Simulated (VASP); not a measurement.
# LiF (I4/mmm) in VASP: further runs

LiF is run at these levels: LDA; tasks: electric field gradients.

Everything below comes from runs of VASP 6.6.1. Logs are shortened: lines on timing, memory, paths and dates and some standing lists are left out, and cuts for length are marked.

### 1 The cell of the first run

It takes space group I4/mmm (No. 139, tetragonal). The conventional cell has a = 2.820 Å, b = 2.820 Å, c = 4.028 Å, α = 90.00°, β = 90.00°, γ = 90.00°. Within 2.6 Å of Li (site symmetry 4/mmm) lie 6 F at 1.99 to 2.01 Å. F (site symmetry 4/mmm) has 6 Li at 1.99 to 2.01 Å within 2.6 Å.

### 2 Electric field gradients, LDA (equal xx and yy strain of -1 %)

INCAR reads:

```
SYSTEM = LiF
PREC = Accurate ; ENCUT = 650
EDIFF = 1E-8 ; ISMEAR = -1
SIGMA = 0.03 ; LREAL = .False.
LASPH = .True. ; NELM = 120
ALGO = Normal ; ISIF = 2
LWAVE = .False. ; LCHARG = .False.
LEFG = .True. ; NBANDS = 12
GGA_COMPAT = .False.
```

KPOINTS reads:

```
Automatic mesh
0
Gamma
  10 10 10
  0 0 0
```

POSCAR reads:

```
LiF
1.0
    0.0000000000      1.9938600000      2.0140000000
    1.9938600000      0.0000000000      2.0140000000
    1.9938600000      1.9938600000      0.0000000000
Li F
1 1
Direct
    0.0000000000      0.0000000000      0.0000000000
    0.5000000000      0.5000000000      0.5000000000
```

Potentials or basis: VASP PAW LDA potentials, release 64 (Li_sv, F).

The run is started by

```sh
> cat potpaw_LDA.64/Li_sv/POTCAR potpaw_LDA.64/F/POTCAR > POTCAR
> mpirun -np 1 vasp_std > vasp.out
```

OUTCAR:

```text
SYSTEM = LiF
   PREC = Accurate
   ENCUT = 650
   EDIFF = 1E-8
   ISMEAR = -1
   LREAL = .False.
   LASPH = .True.
   NELM = 120
   ISIF = 2

 ion  position               nearest neighbor table
   1  0.000  0.000  0.000-   2 1.99   2 1.99   2 1.99   2 1.99   2 2.01   2 2.01
   2  0.500  0.500  0.500-   1 1.99   1 1.99   1 1.99   1 1.99   1 2.01   1 2.01

  LATTYP: Found a body centered tetragonal cell.
 ALAT       =     2.8197438535
 C/A-ratio  =     1.4284985479

  Lattice vectors:

 A1 = (  -1.9938600000,   0.0000000000,   2.0140000000)
 A2 = (   1.9938600000,   0.0000000000,   2.0140000000)
 A3 = (   0.0000000000,   1.9938600000,  -2.0140000000)

Analysis of symmetry for initial positions (statically):
=====================================================================
 Subroutine PRICEL returns:
 Original cell was already a primitive cell.

 Routine SETGRP: Setting up the symmetry group for a
 body centered tetragonal supercell.

 Subroutine GETGRP returns: Found 16 space group operations
 (whereof 16 operations were pure point group operations)
 out of a pool of 16 trial point group operations.

The static configuration has the point symmetry D_4h.

Analysis of symmetry for dynamics (positions and initial velocities):
=====================================================================
 Subroutine PRICEL returns:
 Original cell was already a primitive cell.

 Routine SETGRP: Setting up the symmetry group for a
 body centered tetragonal supercell.

 Subroutine GETGRP returns: Found 16 space group operations
 (whereof 16 operations were pure point group operations)
 out of a pool of 16 trial point group operations.

The dynamic configuration has the point symmetry D_4h.

 Subroutine INISYM returns: Found 16 space group operations
 (whereof 16 operations are pure point group operations),
 and found     1 'primitive' translations

----------------------------------------------------------------------------------------

                                     Primitive cell

  volume of cell :      16.0132

  direct lattice vectors                    reciprocal lattice vectors
     0.000000000  1.993860000  2.014000000    -0.250769863  0.250769863  0.248262165
     1.993860000  0.000000000  2.014000000     0.250769863 -0.250769863  0.248262165
     1.993860000  1.993860000  0.000000000     0.250769863  0.250769863 -0.248262165

  length of vectors
     2.834020766  2.834020766  2.819743853     0.432903166  0.432903166  0.432903166

  position of ions in fractional coordinates (direct lattice)
     0.000000000  0.000000000  0.000000000
     0.500000000  0.500000000  0.500000000

  ion indices of the primitive-cell ions
   primitive index   ion index
                 1           1
                 2           2

----------------------------------------------------------------------------------------

 KPOINTS: Automatic mesh

Automatic generation of k-mesh.
 Grid dimensions read from file:
 generate k-points for:   10   10   10

 Generating k-lattice:

  Cartesian coordinates                     Fractional coordinates (reciprocal lattice)
    -0.025076986  0.025076986  0.024826216     0.100000000  0.000000000  0.000000000
     0.025076986 -0.025076986  0.024826216     0.000000000  0.100000000  0.000000000
     0.025076986  0.025076986 -0.024826216    -0.000000000 -0.000000000  0.100000000

  Length of vectors
     0.043290317  0.043290317  0.043290317

  Shift w.r.t. Gamma in fractional coordinates (k-lattice)
     0.000000000  0.000000000  0.000000000

 Subroutine IBZKPT returns following result:
 ===========================================

 Found    102 irreducible k-points:

 Following reciprocal coordinates:
            Coordinates               Weight
  0.000000  0.000000  0.000000      1.000000
  0.100000  0.000000  0.000000      8.000000
  0.200000  0.000000  0.000000      8.000000
  0.300000  0.000000  0.000000      8.000000
  0.400000  0.000000  0.000000      8.000000
  0.500000  0.000000  0.000000      4.000000
[... 16 lines left out ...]
  0.300000  0.300000  0.000000      2.000000
  0.400000  0.300000  0.000000      8.000000
 [... further k-points ...]
   k-points           NKPTS =    102   k-points in BZ     NKDIM =    102   number of bands    NBANDS=     12
   number of dos      NEDOS =    301   number of ions     NIONS =      2
   total plane-waves  NPLWV =  13824
   dimension x,y,z NGX =    24 NGY =   24 NGZ =   24
   dimension x,y,z NGXF=    48 NGYF=   48 NGZF=   48
   ions per type =               1   1
   NGX,Y,Z   is equivalent  to a cutoff of  14.08, 14.08, 14.15 a.u.
   NGXF,Y,Z  is equivalent  to a cutoff of  28.16, 28.16, 28.30 a.u.
 SYSTEM =  LiF
   PREC   = accura    normal or accurate (medium, high low for compatibility)
   ISTART =      0    job   : 0-new  1-cont  2-samecut
   ICHARG =      2    charge: 1-file 2-atom 10-const
   ISPIN  =      1    spin polarized calculation?
   LNONCOLLINEAR =      F non collinear calculations
   LSORBIT =      F    spin-orbit coupling
   LASPH  =      T    aspherical Exc in radial PAW
   ENCUT  =  650.0 eV  47.77 Ry    6.91 a.u.   5.89  5.89  5.86*2*pi/ulx,y,z
   NELM   =    120;   NELMIN=  2; NELMDL= -5     # of ELM steps
   EDIFF  = 0.1E-07   stopping-criterion for ELM
   LREAL  =      F    real-space projection
   EDIFFG = 0.1E-06   stopping-criterion for IOM
   NSW    =      0    number of steps for IOM
   IBRION =     -1    ionic relax: 0-MD 1-quasi-New 2-CG
   NFREE  =      0    steps in history (QN), initial steepest desc. (CG)
   ISIF   =      2    stress and relaxation
   ISYM   =      2    0-nonsym 1-usesym 2-fastsym
   POTIM  = 0.5000    time-step for ionic-motion
   TEBEG  =    0.0;   TEEND  =   0.0 temperature during run
   PSTRESS=    0.0 pullay stress
   NELECT =      10.0000    total number of electrons
   NUPDOWN=      -1.0000    fix difference up-down
   EMIN   =  10.00;   EMAX   =-10.00  energy-range for DOS
   EFERMI =   0.00;   METHOD = LEGACY
   ISMEAR =    -1;   SIGMA  =   0.03  broadening in eV -4-tet -1-fermi 0-gaus
   EFERMI_NEDOS =   21; number of points for ismear=-14 and -15
   IALGO  =     38    algorithm
   IMIX   =      4    mixing-type and parameters
     AMIX     =   0.40;   BMIX     =  1.00
     AMIX_MAG =   1.60;   BMIX_MAG =  1.00
  volume/ion in A,a.u.               =       8.01        54.03
  Fermi-wavevector in a.u.,A,eV,Ry     =   1.399314  2.644320 26.641298  1.958080
  Thomas-Fermi vector in A             =   2.522386
   LORBIT       =      0    0 simple, 1 ext, 2 COOP (PROOUT), +10 PAW based schemes
   GGA     = CA    functional components
   LHFCALC =     F    Hartree Fock is set to
   AEXX    =    0.0000 exact exchange contribution
   IVDW    =     0    specifies the selected vdW correction
   LEPSILON=     F    determine dielectric tensor
   LRPA    =     F    only Hartree local field effects (RPA)
 non-spin polarized calculation
  energy-cutoff  :      650.00
  volume of cell :       16.01
 maximum number of plane-waves:       614
   NGX = 11   NGY = 11   NGZ = 11

 number of electron      10.0000000 magnetization

 number of electron       9.9999995 magnetization

 Free energy of the ion-electron system (eV)
  ---------------------------------------------------
  ext. energy  EPLUGINS =         0.00000000
  ---------------------------------------------------
  free energy    TOTEN  =       -10.48666525 eV

  energy without entropy =      -10.48666525  energy(sigma->0) =      -10.48666525

 E-fermi :  -0.4016     XC(G=0): -10.7696

 val. band max:       -1.1634640258   @ k =   0.0000   0.0000   0.0000
 cond. band min:       7.8344235155   @ k =   0.0000   0.0000   0.0000
 fundamental gap:      8.9978875413
 Fermi energy:        -0.4016332427

 k-point     1 :       0.0000    0.0000    0.0000
  band No.  band energies     occupation
      1     -40.8815      2.00000
      2     -20.8027      2.00000
      3      -1.1882      2.00000
      4      -1.1882      2.00000
      5      -1.1635      2.00000
      6       7.8344      0.00000
      7      22.3845      0.00000
      8      22.6205      0.00000
      9      22.6205      0.00000
     10      22.8714      0.00000
     11      22.9594      0.00000
     12      22.9594      0.00000
[... 331 lines left out ...]
 k-point    24 :       0.4000    0.3000    0.0000
  band No.  band energies     occupation
      1     -40.8060      2.00000
      2     -20.2334      2.00000
      3      -3.6450      2.00000
      4      -2.0976      2.00000
      5      -1.9743      2.00000
      6      11.6876      0.00000
      7      15.3651      0.00000
      8      17.1369      0.00000
      9      18.8279      0.00000
     10      19.9094      0.00000
     11      32.8053      0.00000
     12      33.7921      0.00000

 [... further k-points ...]
[... 5 lines left out ...]
  --------------------------------------------------------------------------------------
  -------------------------------------------------------------------------------------
  Total       -0.5769959     -0.5769959     -0.6461740      0.0000000      0.0000000      0.0000000
  in kB      -57.7303968    -57.7303968    -64.6518956      0.0000000      0.0000000      0.0000000
  external PRESSURE =     -60.0375631 kB  Pullay stress =       0.0000000 kB

 VOLUME and BASIS-vectors are now :
 -----------------------------------------------------------------------------
  energy-cutoff  :      650.00
  volume of cell :       16.01
      direct lattice vectors                 reciprocal lattice vectors
     0.000000000  1.993860000  2.014000000    -0.250769863  0.250769863  0.248262165
     1.993860000  0.000000000  2.014000000     0.250769863 -0.250769863  0.248262165
     1.993860000  1.993860000  0.000000000     0.250769863  0.250769863 -0.248262165

 POSITION                                       TOTAL-FORCE (eV/Angst)
 -----------------------------------------------------------------------------------
      0.00000      0.00000      0.00000         0.000000     -0.000000      0.000000
      1.99386      1.99386      2.01400        -0.000000      0.000000      0.000000
 -----------------------------------------------------------------------------------
    total drift:                               -0.000000     -0.000000      0.000000

  FREE ENERGIE OF THE ION-ELECTRON SYSTEM (eV)
  ---------------------------------------------------
  free  energy   TOTEN  =       -10.4866652522 eV

  energy  without entropy=      -10.4866652522  energy(sigma->0) =      -10.48666525

 Electric field gradients (V/A^2)
---------------------------------------------------------------------
 ion       V_xx      V_yy      V_zz      V_xy      V_xz      V_yz
---------------------------------------------------------------------
   1      -0.024    -0.024     0.048    -0.000    -0.000    -0.000
   2      -0.225    -0.225     0.450     0.001     0.001     0.001
---------------------------------------------------------------------

 Electric field gradients after diagonalization (V/A^2)
 (convention: |V_zz| > |V_xx| > |V_yy|)
----------------------------------------------------------------------
 ion       V_xx      V_yy      V_zz     asymmetry (V_yy - V_xx)/ V_zz
----------------------------------------------------------------------
   1      -0.024    -0.024     0.048       0.012
   2      -0.226    -0.224     0.450       0.006
----------------------------------------------------------------------

           NMR quadrupolar parameters

 Cq : quadrupolar parameter    Cq=e*Q*V_zz/h
 eta: asymmetry parameters     (V_yy - V_xx)/ V_zz
 Q  : nuclear electric quadrupole moment in mb (millibarn)
----------------------------------------------------------------------
 ion       Cq(MHz)       eta       Q (mb)
----------------------------------------------------------------------
   1       0.000       0.012       1.000
   2       0.001       0.006       1.000
----------------------------------------------------------------------
```

It took 51 s on 1 thread of Intel Xeon 8259CL, shared host; peak memory 0.11 GiB.

Results:

| Quantity | Value |
| --- | --- |
| Free energy | -10.4867 eV |
| Pressure | -6.0 GPa |
| Band gap on the k mesh | 9.00 eV |
| Largest electric field gradient by atom | Li +0.0; F +0.5 V/Å² |

Levels at points of the mesh, in eV from the valence-band top:
```csv
k point,band 3,band 4,band 5,band 6,band 7,band 8
"(0.00, 0.00, 0.00)",-0.02,-0.02,0.00,9.00,23.55,23.78
"(0.50, 0.00, 0.00)",-2.66,-0.27,-0.24,10.46,16.59,18.47
"(0.50, 0.50, 0.00)",-3.23,-1.06,-1.06,14.46,16.20,17.35
"(0.50, 0.00, 0.50)",-3.22,-1.12,-1.06,14.65,16.07,17.36
```

Electric field gradients, principal values (V/Å²):
```csv
atom,least,middle,greatest (by size)
1 Li,-0.024,-0.024,0.048
2 F,-0.224,-0.226,0.450
```

Caveat: the cell differs from its parent crystal (equal xx and yy strain of -1 %); the cell stands under tension; without QUAD_EFG the Cq values of the log hold for a quadrupole moment of 1 mb, not for the nuclei.

### 3 Electric field gradients, LDA (equal xx and yy strain of -1 %)

INCAR reads:

```
  PREC = Accurate
  ENCUT = 650
  EDIFF = 1E-8
  ISMEAR = -1
  SIGMA = 0.03
  LREAL = F
  LASPH = T
  NELM = 120
  ALGO = Normal
  ISIF = 2
  LWAVE = F
  LCHARG = F
  LEFG = T
  NBANDS = 12
  GGA_COMPAT = F
```

KPOINTS reads:

```
Automatic mesh
0
Gamma
  10 10 10
```

POSCAR is that of step 2.

Potentials or basis: VASP PAW LDA potentials, release 64 (Li_sv, F).

The run is started by

```sh
> cat potpaw_LDA.64/Li_sv/POTCAR potpaw_LDA.64/F/POTCAR > POTCAR
> mpirun -np 1 vasp_std > vasp.out
```

OUTCAR:

```text
PREC = Accurate
   ENCUT = 650
   EDIFF = 1E-8
   ISMEAR = -1
   LREAL = F
   LASPH = T
   NELM = 120
   ISIF = 2

 ion  position               nearest neighbor table
   1  0.000  0.000  0.000-   2 1.99   2 1.99   2 1.99   2 1.99   2 2.01   2 2.01
   2  0.500  0.500  0.500-   1 1.99   1 1.99   1 1.99   1 1.99   1 2.01   1 2.01

  LATTYP: Found a body centered tetragonal cell.
 ALAT       =     2.8197438535
 C/A-ratio  =     1.4284985479

  Lattice vectors:

 A1 = (  -1.9938600000,   0.0000000000,   2.0140000000)
 A2 = (   1.9938600000,   0.0000000000,   2.0140000000)
 A3 = (   0.0000000000,   1.9938600000,  -2.0140000000)

Analysis of symmetry for initial positions (statically):
=====================================================================
 Subroutine PRICEL returns:
 Original cell was already a primitive cell.

 Routine SETGRP: Setting up the symmetry group for a
 body centered tetragonal supercell.

 Subroutine GETGRP returns: Found 16 space group operations
[... 549 lines left out ...]
      direct lattice vectors                 reciprocal lattice vectors
     0.000000000  1.993860000  2.014000000    -0.250769863  0.250769863  0.248262165
     1.993860000  0.000000000  2.014000000     0.250769863 -0.250769863  0.248262165
     1.993860000  1.993860000  0.000000000     0.250769863  0.250769863 -0.248262165

 POSITION                                       TOTAL-FORCE (eV/Angst)
 -----------------------------------------------------------------------------------
      0.00000      0.00000      0.00000         0.000000     -0.000000      0.000000
      1.99386      1.99386      2.01400        -0.000000      0.000000      0.000000
 -----------------------------------------------------------------------------------
    total drift:                               -0.000000     -0.000000      0.000000

  FREE ENERGIE OF THE ION-ELECTRON SYSTEM (eV)
  ---------------------------------------------------
  free  energy   TOTEN  =       -10.4866652522 eV

  energy  without entropy=      -10.4866652522  energy(sigma->0) =      -10.48666525

 Electric field gradients (V/A^2)
---------------------------------------------------------------------
 ion       V_xx      V_yy      V_zz      V_xy      V_xz      V_yz
---------------------------------------------------------------------
   1      -0.024    -0.024     0.048    -0.000    -0.000    -0.000
   2      -0.225    -0.225     0.450     0.001     0.001     0.001
---------------------------------------------------------------------

 Electric field gradients after diagonalization (V/A^2)
 (convention: |V_zz| > |V_xx| > |V_yy|)
----------------------------------------------------------------------
 ion       V_xx      V_yy      V_zz     asymmetry (V_yy - V_xx)/ V_zz
----------------------------------------------------------------------
   1      -0.024    -0.024     0.048       0.012
   2      -0.226    -0.224     0.450       0.006
----------------------------------------------------------------------

           NMR quadrupolar parameters

 Cq : quadrupolar parameter    Cq=e*Q*V_zz/h
 eta: asymmetry parameters     (V_yy - V_xx)/ V_zz
 Q  : nuclear electric quadrupole moment in mb (millibarn)
----------------------------------------------------------------------
 ion       Cq(MHz)       eta       Q (mb)
----------------------------------------------------------------------
   1       0.000       0.012       1.000
   2       0.001       0.006       1.000
----------------------------------------------------------------------
```

OSZICAR:

```text
N       E                     dE             d eps       ncg     rms          rms(c)
DAV:   1     0.378003893628E+02    0.37800E+02   -0.61793E+03  2528   0.998E+02
DAV:   2    -0.957132193329E+01   -0.47372E+02   -0.46251E+02  2928   0.205E+02
DAV:   3    -0.109598062955E+02   -0.13885E+01   -0.13831E+01  3172   0.314E+01
DAV:   4    -0.109766976552E+02   -0.16891E-01   -0.16890E-01  2888   0.377E+00
DAV:   5    -0.109768702022E+02   -0.17255E-03   -0.17255E-03  3100   0.285E-01    0.422E+00
DAV:   6    -0.105039623447E+02    0.47291E+00   -0.22450E+00  2716   0.916E+00    0.136E+00
DAV:   7    -0.104924112602E+02    0.11551E-01   -0.15691E-02  3292   0.110E+00    0.797E-01
DAV:   8    -0.104866773318E+02    0.57339E-02   -0.94590E-03  3392   0.104E+00    0.997E-02
DAV:   9    -0.104866501145E+02    0.27217E-04   -0.70829E-04  2756   0.244E-01    0.378E-02
DAV:  10    -0.104866658736E+02   -0.15759E-04   -0.29480E-05  2824   0.402E-02    0.799E-03
DAV:  11    -0.104866652646E+02    0.60891E-06   -0.17153E-06  3048   0.141E-02    0.116E-03
DAV:  12    -0.104866652611E+02    0.35449E-08   -0.28426E-07  3324   0.388E-03    0.695E-04
DAV:  13    -0.104866652522E+02    0.88911E-08   -0.24182E-08  2544   0.133E-03
   1 F= -.10486665E+02 E0= -.10486665E+02  d E =-.262865E-12
```

Wall time 52 s (1 thread of Intel Xeon 8259CL, shared host); peak memory 0.11 GiB.

What came out:

```
Free energy                             : -10.4867 eV
Pressure                                : -6.0 GPa
Band gap on the k mesh                  : 9.00 eV
Largest electric field gradient by atom : Li +0.0; F +0.5 V/Å²
```

Stress tensor (GPa, compression positive):
```
-5.77  0.00  0.00
 0.00 -5.77  0.00
 0.00  0.00 -6.47
```

Electric field gradients, principal values (V/Å²):
| atom | least | middle | greatest (by size) |
| --- | --- | --- | --- |
| 1 Li | -0.024 | -0.024 | 0.048 |
| 2 F | -0.224 | -0.226 | 0.450 |

Caveat: the cell differs from its parent crystal (equal xx and yy strain of -1 %); the cell stands under tension; without QUAD_EFG the Cq values of the log hold for a quadrupole moment of 1 mb, not for the nuclei.

(Continued in part 2 of 2.)
